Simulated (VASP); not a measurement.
Ge2Se, 3 atoms in the cell. It takes space group R3m (No. 160, trigonal). Conventional cell: a = 3.665 Å, b = 3.665 Å, c = 16.533 Å, α = 90.00°, β = 90.00°, γ = 120.00°. Ge (site symmetry 3m) has 4 Se at 2.75 to 3.75 Å and 10 Ge at 2.80 to 3.68 Å within 3.8 Å. Within 3.7 Å of Ge (site symmetry 3m) lie 10 Ge at 2.80 to 3.68 Å and 3 Se at 2.86 Å. Se (site symmetry 3m) has 7 Ge at 2.75 to 3.75 Å and 6 Se at 3.67 Å within 3.8 Å. 

```yaml
Program: VASP 6.6.1
Task: relaxation of cell and atoms
Functional: PBE
Potentials_or_basis: VASP PAW PBE potentials, release 64 (Ge_d, Se)
Cutoff: 600 eV
k_mesh: 12 × 12 × 12
Occupations: gaussian, width 0.1 eV
Spin: no spin polarisation
Dipole_correction: no
Further_INCAR_settings: ALGO = Normal; EDIFF = 1e-06; IBRION = 2; EDIFFG = -0.01; NSW = 100; ISIF = 3
```

Potentials or basis: VASP PAW PBE potentials, release 64 (Ge_d, Se).

Launch:

```bash
$ cat potpaw_PBE.64/Ge_d/POTCAR potpaw_PBE.64/Se/POTCAR > POTCAR
$ mpirun -np 1 vasp_std > vasp.out
```

Hardware: 1 thread of Intel(R) Xeon(R) Platinum 8375C CPU @ 2.90GHz (Ice Lake) (shared host).

Task: How long does it take, and how much memory?

Result: Wall time 48 min on 1 thread of Intel(R) Xeon(R) Platinum 8375C CPU @ 2.90GHz (Ice Lake), with other jobs on the host, peak memory 0.54 GiB. Counts: scf iterations 71, k points 189, ion steps 14.
